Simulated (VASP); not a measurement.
# Cu3Te2 (P4mm) in VASP: single point with LDA

Aim: the single point of Cu3Te2 with LDA.

Program: VASP 6.6.1. These are calculated values, not measurements. Logs are shortened: lines on timing, memory, paths and dates and some standing lists are left out, and cuts for length are marked.

## Step 1: The cell of the first run

Symmetry: P4mm, No. 99, tetragonal system. Conventional cell: a = 4.049 Å, b = 4.049 Å, c = 5.963 Å, α = 90.00°, β = 90.00°, γ = 90.00°. Within 3.4 Å of Cu (site symmetry 2mm) lie 4 Te at 2.60 to 2.69 Å and 6 Cu at 2.62 to 2.86 Å. Cu (site symmetry 4mm) has 4 Cu at 2.62 Å and 6 Te at 2.68 to 3.29 Å within 3.5 Å. Within 3.4 Å of Te (site symmetry 4mm) lie 6 Cu at 2.60 to 3.29 Å. Te (site symmetry 4mm) has 8 Cu at 2.69 to 2.86 Å within 3.5 Å.

## Step 2: Single point, LDA

Contents of INCAR:

```
SYSTEM = Cu3Te2
ALGO = Normal
EDIFF = 1E-7
ENCUT = 520
ISIF = 2
ISMEAR = -1
LASPH = .True.
LCHARG = .False.
LREAL = .False.
LWAVE = .False.
NBANDS = 30
NELM = 60
PREC = Accurate
SIGMA = 0.15
```

Contents of KPOINTS:

```
k-points
0
Gamma
  6 6 4
  0 0 0
```

Contents of POSCAR:

```
Cu3Te2
1.0
    4.0487300000      0.0000000000      0.0000000000
    0.0000000000      4.0487300000      0.0000000000
    0.0000000000      0.0000000000      5.9632900000
Cu Te
3 2
Direct
    0.5000000000      0.0000000000      0.9934600000
    0.0000000000      0.5000000000      0.9934600000
    0.0000000000      0.0000000000      0.2721400000
    0.0000000000      0.0000000000      0.7211300000
    0.5000000000      0.5000000000      0.2898100000
```

Potentials or basis: VASP PAW LDA potentials, release 64 (Cu, Te).

Command:

```console
cat potpaw_LDA.64/Cu/POTCAR potpaw_LDA.64/Te/POTCAR > POTCAR
mpirun -np 1 vasp_std > vasp.out
```

OUTCAR:

```text
SYSTEM = Cu3Te2
   EDIFF = 1E-7
   ENCUT = 520
   ISIF = 2
   ISMEAR = -1
   LASPH = .True.
   LREAL = .False.
   NELM = 60
   PREC = Accurate

 ion  position               nearest neighbor table
   1  0.500  0.000  0.993-   4 2.60   4 2.60   3 2.62   3 2.62   5 2.69   5 2.69
   2  0.000  0.500  0.993-   4 2.60   4 2.60   3 2.62   3 2.62   5 2.69   5 2.69
   3  0.000  0.000  0.272-   1 2.62   2 2.62   2 2.62   1 2.62   4 2.68   5 2.86   5 2.86   5 2.86
                             5 2.86
   4  0.000  0.000  0.721-   1 2.60   2 2.60   2 2.60   1 2.60   3 2.68
   5  0.500  0.500  0.290-   1 2.69   2 2.69   1 2.69   2 2.69   3 2.86   3 2.86   3 2.86   3 2.86

  LATTYP: Found a simple tetragonal cell.
 ALAT       =     4.0487300000
 C/A-ratio  =     1.4728791498

  Lattice vectors:

 A1 = (   4.0487300000,   0.0000000000,   0.0000000000)
 A2 = (   0.0000000000,   4.0487300000,   0.0000000000)
 A3 = (   0.0000000000,   0.0000000000,   5.9632900000)

Analysis of symmetry for initial positions (statically):
=====================================================================
 Subroutine PRICEL returns:
 Original cell was already a primitive cell.

 Routine SETGRP: Setting up the symmetry group for a
 simple tetragonal supercell.

 Subroutine GETGRP returns: Found  8 space group operations
 (whereof  8 operations were pure point group operations)
 out of a pool of 16 trial point group operations.

The static configuration has the point symmetry C_4v.

Analysis of symmetry for dynamics (positions and initial velocities):
=====================================================================
 Subroutine PRICEL returns:
 Original cell was already a primitive cell.

 Routine SETGRP: Setting up the symmetry group for a
 simple tetragonal supercell.

 Subroutine GETGRP returns: Found  8 space group operations
 (whereof  8 operations were pure point group operations)
 out of a pool of 16 trial point group operations.

The dynamic configuration has the point symmetry C_4v.

 Subroutine INISYM returns: Found  8 space group operations
 (whereof  8 operations are pure point group operations),
 and found     1 'primitive' translations

----------------------------------------------------------------------------------------

                                     Primitive cell

  volume of cell :      97.7515

  direct lattice vectors                    reciprocal lattice vectors
     4.048730000  0.000000000  0.000000000     0.246991032  0.000000000  0.000000000
     0.000000000  4.048730000  0.000000000     0.000000000  0.246991032  0.000000000
     0.000000000  0.000000000  5.963290000     0.000000000  0.000000000  0.167692666

  length of vectors
     4.048730000  4.048730000  5.963290000     0.246991032  0.246991032  0.167692666

  position of ions in fractional coordinates (direct lattice)
     0.500000000  0.000000000  0.993460000
     0.000000000  0.500000000  0.993460000
     0.000000000  0.000000000  0.272140000
     0.000000000  0.000000000  0.721130000
     0.500000000  0.500000000  0.289810000

  ion indices of the primitive-cell ions
   primitive index   ion index
                 1           1
                 2           2
                 3           3
                 4           4
                 5           5

----------------------------------------------------------------------------------------

 KPOINTS: k-points

Automatic generation of k-mesh.
 Grid dimensions read from file:
 generate k-points for:    6    6    4

 Generating k-lattice:

  Cartesian coordinates                     Fractional coordinates (reciprocal lattice)
     0.041165172  0.000000000  0.000000000     0.166666667  0.000000000  0.000000000
     0.000000000  0.041165172  0.000000000     0.000000000  0.166666667  0.000000000
     0.000000000  0.000000000  0.041923167     0.000000000  0.000000000  0.250000000

  Length of vectors
     0.041165172  0.041165172  0.041923167

  Shift w.r.t. Gamma in fractional coordinates (k-lattice)
     0.000000000  0.000000000  0.000000000

 Subroutine IBZKPT returns following result:
 ===========================================

 Found     30 irreducible k-points:

 Following reciprocal coordinates:
            Coordinates               Weight
  0.000000  0.000000  0.000000      1.000000
  0.166667  0.000000  0.000000      4.000000
  0.333333  0.000000  0.000000      4.000000
  0.500000  0.000000  0.000000      2.000000
  0.166667  0.166667  0.000000      4.000000
  0.333333  0.166667  0.000000      8.000000
[... 16 lines left out ...]
  0.333333  0.000000  0.500000      4.000000
  0.500000  0.000000  0.500000      2.000000
 [... further k-points ...]
   k-points           NKPTS =     30   k-points in BZ     NKDIM =     30   number of bands    NBANDS=     30
   number of dos      NEDOS =    301   number of ions     NIONS =      5
   total plane-waves  NPLWV =  43200
   dimension x,y,z NGX =    30 NGY =   30 NGZ =   48
   dimension x,y,z NGXF=    60 NGYF=   60 NGZF=   96
   ions per type =               3   2
   NGX,Y,Z   is equivalent  to a cutoff of  12.32, 12.32, 13.38 a.u.
   NGXF,Y,Z  is equivalent  to a cutoff of  24.64, 24.64, 26.76 a.u.
 SYSTEM =  Cu3Te2
   PREC   = accura    normal or accurate (medium, high low for compatibility)
   ISTART =      0    job   : 0-new  1-cont  2-samecut
   ICHARG =      2    charge: 1-file 2-atom 10-const
   ISPIN  =      1    spin polarized calculation?
   LNONCOLLINEAR =      F non collinear calculations
   LSORBIT =      F    spin-orbit coupling
   LASPH  =      T    aspherical Exc in radial PAW
   ENCUT  =  520.0 eV  38.22 Ry    6.18 a.u.   7.53  7.53 11.09*2*pi/ulx,y,z
   NELM   =     60;   NELMIN=  2; NELMDL= -5     # of ELM steps
   EDIFF  = 0.1E-06   stopping-criterion for ELM
   LREAL  =      F    real-space projection
   EDIFFG = 0.1E-05   stopping-criterion for IOM
   NSW    =      0    number of steps for IOM
   IBRION =     -1    ionic relax: 0-MD 1-quasi-New 2-CG
   NFREE  =      0    steps in history (QN), initial steepest desc. (CG)
   ISIF   =      2    stress and relaxation
   ISYM   =      2    0-nonsym 1-usesym 2-fastsym
   POTIM  = 0.5000    time-step for ionic-motion
   TEBEG  =    0.0;   TEEND  =   0.0 temperature during run
   PSTRESS=    0.0 pullay stress
   NELECT =      45.0000    total number of electrons
   NUPDOWN=      -1.0000    fix difference up-down
   EMIN   =  10.00;   EMAX   =-10.00  energy-range for DOS
   EFERMI =   0.00;   METHOD = LEGACY
   ISMEAR =    -1;   SIGMA  =   0.15  broadening in eV -4-tet -1-fermi 0-gaus
   EFERMI_NEDOS =   21; number of points for ismear=-14 and -15
   IALGO  =     38    algorithm
   IMIX   =      4    mixing-type and parameters
     AMIX     =   0.40;   BMIX     =  1.00
     AMIX_MAG =   1.60;   BMIX_MAG =  1.00
  volume/ion in A,a.u.               =      19.55       131.93
  Fermi-wavevector in a.u.,A,eV,Ry     =   1.264070  2.388746 21.740384  1.597873
  Thomas-Fermi vector in A             =   2.397394
   LORBIT       =      0    0 simple, 1 ext, 2 COOP (PROOUT), +10 PAW based schemes
   GGA     = CA    functional components
   LHFCALC =     F    Hartree Fock is set to
   AEXX    =    0.0000 exact exchange contribution
   IVDW    =     0    specifies the selected vdW correction
   LEPSILON=     F    determine dielectric tensor
   LRPA    =     F    only Hartree local field effects (RPA)
 non-spin polarized calculation
  energy-cutoff  :      520.00
  volume of cell :       97.75
 maximum number of plane-waves:      2663
   NGX = 15   NGY = 15   NGZ = 23

 number of electron      44.9999984 magnetization

 Free energy of the ion-electron system (eV)
  ---------------------------------------------------
  ext. energy  EPLUGINS =         0.00000000
  ---------------------------------------------------
  free energy    TOTEN  =       -21.84971670 eV

  energy without entropy =      -21.72461892  energy(sigma->0) =      -21.78716781

 E-fermi :   6.9945     XC(G=0): -10.9091

 val. band max:        6.9787280180   @ k =   0.1667   0.0000   0.2500
 cond. band min:       7.1214645653   @ k =   0.5000   0.0000   0.5000
 fundamental gap:      0.1427365473
 Fermi energy:         6.9945325248

 k-point     1 :       0.0000    0.0000    0.0000
  band No.  band energies     occupation
      1      -6.1035      2.00000
      2      -4.3858      2.00000
      3       0.6559      2.00000
      4       2.7495      2.00000
      5       2.7495      2.00000
      6       2.8266      2.00000
[... 22 lines left out ...]
     29      12.0795      0.00000
     30      14.4644      0.00000

 k-point     2 :       0.1667    0.0000    0.0000
  band No.  band energies     occupation
      1      -5.9220      2.00000
      2      -4.3639      2.00000
      3       0.8711      2.00000
      4       2.1761      2.00000
      5       2.7172      2.00000
      6       2.8694      2.00000
[... 22 lines left out ...]
     29      12.4535      0.00000
     30      13.8033      0.00000

 k-point     3 :       0.3333    0.0000    0.0000
  band No.  band energies     occupation
      1      -5.4333      2.00000
      2      -4.4239      2.00000
      3       1.0148      2.00000
      4       1.4785      2.00000
      5       2.4461      2.00000
      6       2.6267      2.00000
[... 22 lines left out ...]
     29      12.8026      0.00000
     30      13.6667      0.00000

 k-point     4 :       0.5000    0.0000    0.0000
  band No.  band energies     occupation
      1      -4.9227      2.00000
      2      -4.7132      2.00000
      3       0.5469      2.00000
      4       2.1623      2.00000
      5       2.1911      2.00000
      6       2.4851      2.00000
[... 22 lines left out ...]
     29      12.9784      0.00000
     30      13.4982      0.00000

 k-point     5 :       0.1667    0.1667    0.0000
  band No.  band energies     occupation
      1      -5.7471      2.00000
      2      -4.3343      2.00000
      3       1.0775      2.00000
      4       1.9992      2.00000
      5       2.3139      2.00000
      6       2.9652      2.00000
[... 22 lines left out ...]
     29      12.7449      0.00000
     30      13.1547      0.00000
[... 526 lines left out ...]
     29      12.9473      0.00000
     30      12.9473      0.00000

 k-point    22 :       0.1667    0.0000    0.5000
  band No.  band energies     occupation
      1      -5.4733      2.00000
      2      -4.9999      2.00000
      3       1.0764      2.00000
      4       2.1556      2.00000
      5       2.4281      2.00000
      6       2.6385      2.00000
[... 22 lines left out ...]
     29      12.4728      0.00000
     30      12.5039      0.00000

 k-point    23 :       0.3333    0.0000    0.5000
  band No.  band energies     occupation
      1      -5.1099      2.00000
      2      -4.7443      2.00000
      3       0.2200      2.00000
      4       1.5330      2.00000
      5       2.3413      2.00000
      6       2.5940      2.00000
[... 22 lines left out ...]
     29      12.8238      0.00000
     30      12.9063      0.00000

 k-point    24 :       0.5000    0.0000    0.5000
  band No.  band energies     occupation
      1      -4.8857      2.00000
      2      -4.5988      2.00000
      3      -0.2993      2.00000
      4       1.1409      2.00000
      5       2.4478      2.00000
      6       2.5706      2.00000
[... 22 lines left out ...]
     29      12.2082      0.00000
     30      12.4708      0.00000

 [... further k-points ...]

------------------------ aborting loop because EDIFF is reached ----------------------------------------

  FORCE on cell =-STRESS in cart. coord.  units (eV):
  Direction    XX          YY          ZZ          XY          YZ          ZX
  --------------------------------------------------------------------------------------
  -------------------------------------------------------------------------------------
  Total       -2.9977518     -2.9977518     -2.8695068      0.0000000     -0.0000000      0.0000000
  in kB      -49.1340649    -49.1340649    -47.0320895      0.0000000     -0.0000000      0.0000000
  external PRESSURE =     -48.4334064 kB  Pullay stress =       0.0000000 kB

 VOLUME and BASIS-vectors are now :
 -----------------------------------------------------------------------------
  energy-cutoff  :      520.00
  volume of cell :       97.75
      direct lattice vectors                 reciprocal lattice vectors
     4.048730000  0.000000000  0.000000000     0.246991032  0.000000000  0.000000000
     0.000000000  4.048730000  0.000000000     0.000000000  0.246991032  0.000000000
     0.000000000  0.000000000  5.963290000     0.000000000  0.000000000  0.167692666

 POSITION                                       TOTAL-FORCE (eV/Angst)
 -----------------------------------------------------------------------------------
      2.02436      0.00000      5.92429         0.000000      0.000000      0.085157
      0.00000      2.02436      5.92429         0.000000     -0.000000      0.085157
      0.00000      0.00000      1.62285        -0.000000     -0.000000     -0.073370
      0.00000      0.00000      4.30031         0.000000     -0.000000      0.045352
      2.02436      2.02436      1.72822         0.000000      0.000000     -0.142296
 -----------------------------------------------------------------------------------
    total drift:                               -0.000000     -0.000000      0.000748

  FREE ENERGIE OF THE ION-ELECTRON SYSTEM (eV)
  ---------------------------------------------------
  free  energy   TOTEN  =       -21.8497167039 eV

  energy  without entropy=      -21.7246189238  energy(sigma->0) =      -21.78716781
```

Run time: 3.1 min. Hardware: 1 thread of AMD EPYC 7R43 (Zen 3), shared host; peak memory 0.18 GiB.

What came out:

| Quantity | Value |
| --- | --- |
| Free energy | -21.8497 eV |
| Pressure | -4.8 GPa |
| Largest force | 0.142 eV/Å |

Forces on the atoms (eV/Å):
```
Cu   0.000  0.000  0.085
Cu   0.000  0.000  0.085
Cu   0.000  0.000 -0.073
Te   0.000  0.000  0.045
Te   0.000  0.000 -0.142
```

Levels at points of the mesh, in eV from the Fermi level:
```tsv
k point	band 19	band 20	band 21	band 22	band 23	band 24	band 25	band 26	band 27	band 28
(0.00, 0.00, 0.00)	-2.27	-2.20	-1.21	0.63	0.63	1.00	2.68	3.09	4.77	4.77
(0.50, 0.00, 0.00)	-2.26	-1.98	-1.37	-0.30	0.25	2.66	3.41	4.56	4.76	5.08
(0.50, 0.50, 0.00)	-2.45	-2.36	-2.17	-1.88	-1.88	-0.24	2.31	2.31	2.34	9.11
(0.00, 0.00, 0.50)	-1.71	-1.71	-1.57	-0.18	-0.18	1.83	3.03	3.78	3.83	4.81
(0.50, 0.00, 0.50)	-2.41	-0.39	0.13	0.20	0.33	1.53	1.71	3.42	4.25	4.42
(0.50, 0.50, 0.50)	-2.53	-2.47	-2.36	-1.78	-1.78	2.99	3.79	4.58	4.80	4.80
```

Caveat: spin-orbit coupling is left out, which moves the levels of the heavy elements.
